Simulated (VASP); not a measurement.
# Ti in VASP: notebook, part 3 of 3

VASP 6.6.1.

**6. Single point, LDA (normal strain along x +0.0175, normal strain along y +0.0175)**

Input file INCAR:

```
  ALGO = Normal
  EDIFF = 1E-7
  ENCUT = 520
  ISIF = 2
  ISMEAR = 0
  LASPH = True
  LCHARG = True
  LELF = True
  LREAL = False
  LVHAR = True
  LWAVE = False
  NBANDS = 12
  NELM = 80
  PREC = Accurate
  SIGMA = 0.15
```

Input file KPOINTS:

```
k-points
0
Gamma
  20 20 20
```

Input file POSCAR:

```
Ti
1.0
    0.0000000000      2.0355433753      2.0005340298
    2.0355433753      0.0000000000      2.0005340298
    2.0355433753      2.0355433753      0.0000000000
Ti
1
Direct
    0.0000000000      0.0000000000      0.0000000000
```

Potentials or basis: VASP PAW LDA potentials, release 64 (Ti_sv).

Run with:

```bash
cat potpaw_LDA.64/Ti_sv/POTCAR > POTCAR
mpirun -np 1 vasp_std > vasp.out
```

OUTCAR:

```text
EDIFF = 1E-7
   ENCUT = 520
   ISIF = 2
   ISMEAR = 0
   LASPH = True
   LREAL = False
   NELM = 80
   PREC = Accurate

 ion  position               nearest neighbor table
   1  0.000  0.000  0.000-

  LATTYP: Found a body centered tetragonal cell.
 ALAT       =     2.8786930481
 C/A-ratio  =     1.3898904790

  Lattice vectors:

 A1 = (   0.0000000000,  -2.0355433753,  -2.0005340298)
 A2 = (   0.0000000000,   2.0355433753,  -2.0005340298)
 A3 = (   2.0355433753,   0.0000000000,   2.0005340298)

Analysis of symmetry for initial positions (statically):
=====================================================================
 Subroutine PRICEL returns:
 Original cell was already a primitive cell.

 Routine SETGRP: Setting up the symmetry group for a
 body centered tetragonal supercell.

 Subroutine GETGRP returns: Found 16 space group operations
 (whereof 16 operations were pure point group operations)
 out of a pool of 16 trial point group operations.

The static configuration has the point symmetry D_4h.

Analysis of symmetry for dynamics (positions and initial velocities):
=====================================================================
 Subroutine PRICEL returns:
 Original cell was already a primitive cell.

 Routine SETGRP: Setting up the symmetry group for a
 body centered tetragonal supercell.

 Subroutine GETGRP returns: Found 16 space group operations
 (whereof 16 operations were pure point group operations)
 out of a pool of 16 trial point group operations.

The dynamic configuration has the point symmetry D_4h.

 Subroutine INISYM returns: Found 16 space group operations
 (whereof 16 operations are pure point group operations),
 and found     1 'primitive' translations

----------------------------------------------------------------------------------------

                                     Primitive cell

  volume of cell :      16.5782

  direct lattice vectors                    reciprocal lattice vectors
[... 113 lines left out ...]
   IVDW    =     0    specifies the selected vdW correction
   LEPSILON=     F    determine dielectric tensor
   LRPA    =     F    only Hartree local field effects (RPA)
 non-spin polarized calculation
 Gauss-broadening in eV      SIGMA  =   0.15
  energy-cutoff  :      520.00
  volume of cell :       16.58
 maximum number of plane-waves:       459
 NGX is ok and might be reduce to    24
   NGX = 11   NGY = 11   NGZ = 11

 number of electron      12.0000002 magnetization

 Free energy of the ion-electron system (eV)
  ---------------------------------------------------
  ext. energy  EPLUGINS =         0.00000000
  ---------------------------------------------------
  free energy    TOTEN  =        -8.50083314 eV

  energy without entropy =       -8.48215803  energy(sigma->0) =       -8.49149559

 E-fermi :   8.4875     XC(G=0): -12.0088

 val. band max:        8.4843170426   @ k =   0.3000   0.0000   0.0000
 cond. band min:       8.4939156375   @ k =  -0.4000   0.3500   0.1500
 fundamental gap:      0.0095985949
 Fermi energy:         8.4874700130

 k-point     1 :       0.0000    0.0000    0.0000
  band No.  band energies     occupation
      1     -47.4576      2.00000
      2     -23.6279      2.00000
      3     -23.6279      2.00000
      4     -23.6243      2.00000
      5       2.3642      2.00000
      6       9.3125      0.00000
      7       9.3125      0.00000
      8       9.4554      0.00000
      9      10.9859      0.00000
     10      11.1526      0.00000
     11      24.0962      0.00000
     12      28.5681      0.00000
[... 331 lines left out ...]
 k-point    24 :      -0.3500    0.0500    0.0000
  band No.  band energies     occupation
      1     -47.3260      2.00000
      2     -24.2947      2.00000
      3     -23.7252      2.00000
      4     -23.7160      2.00000
      5       5.4738      2.00000
      6       8.6026      0.27773
      7       9.3405      0.00000
      8       9.4056      0.00000
      9      11.6624      0.00000
     10      12.0464      0.00000
     11      18.9846      0.00000
     12      23.9678      0.00000

 [... further k-points ...]

------------------------ aborting loop because EDIFF is reached ----------------------------------------

  FORCE on cell =-STRESS in cart. coord.  units (eV):
  Direction    XX          YY          ZZ          XY          YZ          ZX
  --------------------------------------------------------------------------------------
  -------------------------------------------------------------------------------------
  Total       -0.4385469     -0.4385469     -0.3768221      0.0000000      0.0000000     -0.0000000
  in kB      -42.3828357    -42.3828357    -36.4175086      0.0000000      0.0000000     -0.0000000
  external PRESSURE =     -40.3943933 kB  Pullay stress =       0.0000000 kB

 VOLUME and BASIS-vectors are now :
 -----------------------------------------------------------------------------
  energy-cutoff  :      520.00
  volume of cell :       16.58
      direct lattice vectors                 reciprocal lattice vectors
     0.000000000  2.035543375  2.000534030    -0.245634658  0.245634658  0.249933264
     2.035543375  0.000000000  2.000534030     0.245634658 -0.245634658  0.249933264
     2.035543375  2.035543375  0.000000000     0.245634658  0.245634658 -0.249933264

 POSITION                                       TOTAL-FORCE (eV/Angst)
 -----------------------------------------------------------------------------------
      0.00000      0.00000      0.00000         0.000000      0.000000      0.000000
 -----------------------------------------------------------------------------------
    total drift:                               -0.000000      0.000000      0.000000

  FREE ENERGIE OF THE ION-ELECTRON SYSTEM (eV)
  ---------------------------------------------------
  free  energy   TOTEN  =        -8.5008331427 eV

  energy  without entropy=       -8.4821580339  energy(sigma->0) =       -8.49149559
```

Run time: 85 s. Hardware: 1 thread of Intel Xeon Platinum 8375C at 2.90GHz (Ice Lake), shared host; peak memory 0.23 GiB.

Results:

| Item | Value |
| --- | --- |
| Free energy | -8.5008 eV |
| Pressure | -4.0 GPa |
| Band gap on the k mesh | zero (bands 6 and 7 overlap by 1.30 eV) |

Stress tensor (GPa, compression positive):
```
-4.24  0.00  0.00
 0.00 -4.24  0.00
 0.00  0.00 -3.64
```

Caveat: the cell differs from its parent crystal (normal strain along x +0.0175, normal strain along y +0.0175); the cell stands under tension.

**7. The runs side by side**

```csv
cell,gap on the mesh (eV),pressure (GPa)
"a = 2.829, b = 2.805, c = 2.805 Å, angles 60.6, 59.7, 59.7°, 1 atom",none,2.1
"a = 2.854, b = 2.829 Å, angles 60.3, 59.4, 60.3°, 1 atom",none,-2.1
"a = 2.756, b = 2.732, c = 2.656 Å, angles 61.5, 60.6, 57.9°, 1 atom",none,18.6
"a = 2.879, b = 2.829 Å, angles 60.6, 58.9, 60.6°, 1 atom",none,-4.0
"a = 2.854, b = 2.854, c = 2.879 Å, angles 59.7, 59.7, 60.6°, 1 atom",none,-4.0
```

Alike in all rows: task single point; level LDA; potentials or basis VASP PAW LDA potentials, release 64 (Ti_sv); no spin polarisation; k mesh 20 × 20 × 20; cutoff (eV) 520; smearing gaussian 0.15 eV.

Caveats: the cell stands under tension (at least some runs); the cell stands under pressure (at least some runs).

Absolute energies hang on the potentials; compare differences alone.
